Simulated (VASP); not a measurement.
# Ge (R32) in VASP: single point with PBE

Aim: the single point of Ge with PBE.

Everything below comes from runs of VASP 6.6.1. Logs are shortened: lines on timing, memory, paths and dates and some standing lists are left out, and cuts for length are marked.

### Step 1. The cell of the first run

It takes space group R32 (No. 155, trigonal). Conventional cell: a = 6.651 Å, b = 6.651 Å, c = 8.008 Å, α = 90.00°, β = 90.00°, γ = 120.00°. Within 3.4 Å of Ge (site symmetry 2) lie 8 Ge at 2.60 to 2.88 Å. Ge (site symmetry 3) has 6 Ge at 2.60 to 2.63 Å within 3.4 Å.

### Step 2. Single point, PBE

File INCAR:

```
SYSTEM = Ge
ALGO = Normal
EDIFF = 1E-6
ENCUT = 520
GGA = PE
ISIF = 2
ISMEAR = 0
LASPH = .True.
LCHARG = .False.
LREAL = .False.
LWAVE = .False.
NBANDS = 43
NELM = 60
PREC = Accurate
SIGMA = 0.1
```

File KPOINTS:

```
k-points
0
Gamma
  6 6 6
  0 0 0
```

File POSCAR:

```
Ge
1.0
    3.3256806600      1.9200826200      2.6693273300
   -3.3256806600      1.9200826200      2.6693273300
    0.0000000000     -3.8401652400      2.6693273300
Ge
5
Direct
    0.5000000000      0.2500000000      0.7500000000
    0.7500000000      0.5000000000      0.2500000000
    0.2500000000      0.7500000000      0.5000000000
    0.2500000000      0.2500000000      0.2500000000
    0.7500000000      0.7500000000      0.7500000000
```

Potentials or basis: VASP PAW PBE potentials, release 64 (Ge_d).

Command:

```bash
cat potpaw_PBE.64/Ge_d/POTCAR > POTCAR
mpirun -np 1 vasp_std > vasp.out
```

OUTCAR:

```text
SYSTEM = Ge
   EDIFF = 1E-6
   ENCUT = 520
   GGA = PE
   ISIF = 2
   ISMEAR = 0
   LASPH = .True.
   LREAL = .False.
   NELM = 60
   PREC = Accurate

 ion  position               nearest neighbor table
   1  0.500  0.250  0.750-   5 2.60   4 2.60   4 2.63   5 2.63   2 2.84   3 2.84   2 2.88   3 2.88

   2  0.750  0.500  0.250-   5 2.60   4 2.60   5 2.63   4 2.63   1 2.84   3 2.84   1 2.88   3 2.88

   3  0.250  0.750  0.500-   5 2.60   4 2.60   4 2.63   5 2.63   2 2.84   1 2.84   1 2.88   2 2.88

   4  0.250  0.250  0.250-   1 2.60   2 2.60   3 2.60   1 2.63   3 2.63   2 2.63
   5  0.750  0.750  0.750-   2 2.60   1 2.60   3 2.60   2 2.63   3 2.63   1 2.63

  LATTYP: Found a trigonal (rhomboedric) cell.
 ALAT       =     4.6767699821
 COS(alpha) =    -0.0113443730

  Lattice vectors:

 A1 = (   3.3256806600,   1.9200826200,   2.6693273300)
 A2 = (  -3.3256806600,   1.9200826200,   2.6693273300)
 A3 = (   0.0000000000,  -3.8401652400,   2.6693273300)

Analysis of symmetry for initial positions (statically):
=====================================================================
 Subroutine PRICEL returns:
 Original cell was already a primitive cell.

 Routine SETGRP: Setting up the symmetry group for a
 trigonal (rhombohedral) supercell.

 Subroutine GETGRP returns: Found  6 space group operations
 (whereof  6 operations were pure point group operations)
 out of a pool of 12 trial point group operations.

The static configuration has the point symmetry D_3 .

Analysis of symmetry for dynamics (positions and initial velocities):
=====================================================================
 Subroutine PRICEL returns:
 Original cell was already a primitive cell.

 Routine SETGRP: Setting up the symmetry group for a
 trigonal (rhombohedral) supercell.

 Subroutine GETGRP returns: Found  6 space group operations
 (whereof  6 operations were pure point group operations)
 out of a pool of 12 trial point group operations.

The dynamic configuration has the point symmetry D_3 .

 Subroutine INISYM returns: Found  6 space group operations
 (whereof  6 operations are pure point group operations),
 and found     1 'primitive' translations

----------------------------------------------------------------------------------------

                                     Primitive cell

  volume of cell :     102.2712
[... 89 lines left out ...]
   ISPIN  =      1    spin polarized calculation?
   LNONCOLLINEAR =      F non collinear calculations
   LSORBIT =      F    spin-orbit coupling
   LASPH  =      T    aspherical Exc in radial PAW
   ENCUT  =  520.0 eV  38.22 Ry    6.18 a.u.   8.70  8.70  8.70*2*pi/ulx,y,z
   NELM   =     60;   NELMIN=  2; NELMDL= -5     # of ELM steps
   EDIFF  = 0.1E-05   stopping-criterion for ELM
   LREAL  =      F    real-space projection
   EDIFFG = 0.1E-04   stopping-criterion for IOM
   NSW    =      0    number of steps for IOM
   IBRION =     -1    ionic relax: 0-MD 1-quasi-New 2-CG
   NFREE  =      0    steps in history (QN), initial steepest desc. (CG)
   ISIF   =      2    stress and relaxation
   ISYM   =      2    0-nonsym 1-usesym 2-fastsym
   POTIM  = 0.5000    time-step for ionic-motion
   TEBEG  =    0.0;   TEEND  =   0.0 temperature during run
   PSTRESS=    0.0 pullay stress
   NELECT =      70.0000    total number of electrons
   NUPDOWN=      -1.0000    fix difference up-down
   EMIN   =  10.00;   EMAX   =-10.00  energy-range for DOS
   EFERMI =   0.00;   METHOD = LEGACY
   ISMEAR =     0;   SIGMA  =   0.10  broadening in eV -4-tet -1-fermi 0-gaus
   EFERMI_NEDOS =   21; number of points for ismear=-14 and -15
   IALGO  =     38    algorithm
   IMIX   =      4    mixing-type and parameters
     AMIX     =   0.40;   BMIX     =  1.00
     AMIX_MAG =   1.60;   BMIX_MAG =  1.00
  volume/ion in A,a.u.               =      20.45       138.03
  Fermi-wavevector in a.u.,A,eV,Ry     =   1.442745  2.726393 28.320717  2.081514
  Thomas-Fermi vector in A             =   2.561231
   LORBIT       =      0    0 simple, 1 ext, 2 COOP (PROOUT), +10 PAW based schemes
   GGA     = PE    functional components
   LHFCALC =     F    Hartree Fock is set to
   AEXX    =    0.0000 exact exchange contribution
   IVDW    =     0    specifies the selected vdW correction
   LEPSILON=     F    determine dielectric tensor
   LRPA    =     F    only Hartree local field effects (RPA)
 non-spin polarized calculation
 Gauss-broadening in eV      SIGMA  =   0.10
  energy-cutoff  :      520.00
  volume of cell :      102.27
 maximum number of plane-waves:      2775
   NGX = 17   NGY = 17   NGZ = 17

 number of electron      70.0000118 magnetization

 Free energy of the ion-electron system (eV)
  ---------------------------------------------------
  ext. energy  EPLUGINS =         0.00000000
  ---------------------------------------------------
  free energy    TOTEN  =       -20.56233633 eV

  energy without entropy =      -20.55366921  energy(sigma->0) =      -20.55800277

 E-fermi :   5.8348     XC(G=0): -10.5892

 val. band max:        5.7848689709   @ k =   0.5000   0.3333   0.3333
 cond. band min:       5.8418578253   @ k =  -0.3333   0.3333   0.1667
 fundamental gap:      0.0569888544
 Fermi energy:         5.8347671539

 k-point     1 :       0.0000    0.0000    0.0000
  band No.  band energies     occupation
      1     -18.9683      2.00000
      2     -18.9683      2.00000
      3     -18.9611      2.00000
      4     -18.9136      2.00000
      5     -18.9048      2.00000
      6     -18.9028      2.00000
[... 1093 lines left out ...]
     42      11.6786      0.00000
     43      11.9685      0.00000

 [... further k-points ...]
[... 5 lines left out ...]
  --------------------------------------------------------------------------------------
  -------------------------------------------------------------------------------------
  Total        3.8169225      3.8169225      8.4011459      0.0000000     -0.0000000      0.0000000
  in kB       59.7957585     59.7957582    131.6120225      0.0000000     -0.0000000      0.0000000
  external PRESSURE =      83.7345131 kB  Pullay stress =       0.0000000 kB

 VOLUME and BASIS-vectors are now :
 -----------------------------------------------------------------------------
  energy-cutoff  :      520.00
  volume of cell :      102.27
      direct lattice vectors                 reciprocal lattice vectors
     3.325680660  1.920082620  2.669327330     0.150345163  0.086801820  0.124875406
    -3.325680660  1.920082620  2.669327330    -0.150345163  0.086801820  0.124875406
     0.000000000 -3.840165240  2.669327330     0.000000000 -0.173603641  0.124875406

 POSITION                                       TOTAL-FORCE (eV/Angst)
 -----------------------------------------------------------------------------------
      0.83142     -1.44006      4.00399         0.321547     -0.556936     -0.000000
      0.83142      1.44006      4.00399         0.321547      0.556936     -0.000000
     -1.66284      0.00000      4.00399        -0.643094      0.000000     -0.000000
      0.00000      0.00000      2.00200         0.000000      0.000000     -1.225831
      0.00000      0.00000      6.00599         0.000000      0.000000      1.225831
 -----------------------------------------------------------------------------------
    total drift:                               -0.000000     -0.000000      0.000000

  FREE ENERGIE OF THE ION-ELECTRON SYSTEM (eV)
  ---------------------------------------------------
  free  energy   TOTEN  =       -20.5623363315 eV

  energy  without entropy=      -20.5536692107  energy(sigma->0) =      -20.55800277
```

It took 65 s on 1 thread of Intel Xeon Platinum 8488C (Sapphire Rapids), shared host; peak memory 0.25 GiB.

Results:

| Item | Value |
| --- | --- |
| Free energy | -20.5623 eV |
| Pressure | 8.4 GPa |
| Largest force | 1.226 eV/Å |
| Band gap on the k mesh | zero (band 35 reaches 9.10 eV, above the bottom of band 36 at 5.33 eV) |

Forces on the atoms (eV/Å):
```
Ge   0.322 -0.557  0.000
Ge   0.322  0.557  0.000
Ge  -0.643  0.000  0.000
Ge   0.000  0.000 -1.226
Ge   0.000  0.000  1.226
```

Stress tensor (GPa, compression positive):
```
 5.98  0.00  0.00
 0.00  5.98  0.00
 0.00  0.00 13.16
```

Levels at points of the mesh, in eV from the Fermi level:
```csv
k point,band 31,band 32,band 33,band 34,band 35,band 36,band 37,band 38,band 39,band 40
"(0.00, 0.00, 0.00)",-3.79,-3.79,-1.84,-0.86,-0.86,-0.36,0.57,0.57,3.30,3.54
"(0.50, 0.00, 0.00)",-4.38,-4.06,-2.48,-2.22,-1.29,1.39,1.42,2.65,3.17,3.45
"(0.50, 0.50, 0.00)",-3.92,-2.76,-2.40,-1.63,-0.77,0.50,0.99,3.43,3.69,4.22
"(0.50, 0.50, 0.50)",-4.54,-4.54,-4.04,3.26,3.26,3.43,3.76,4.39,4.39,5.27
```

Caveat: forces of over 1 eV/Å act on the atoms, so gaps and moduli don't describe the material at rest.
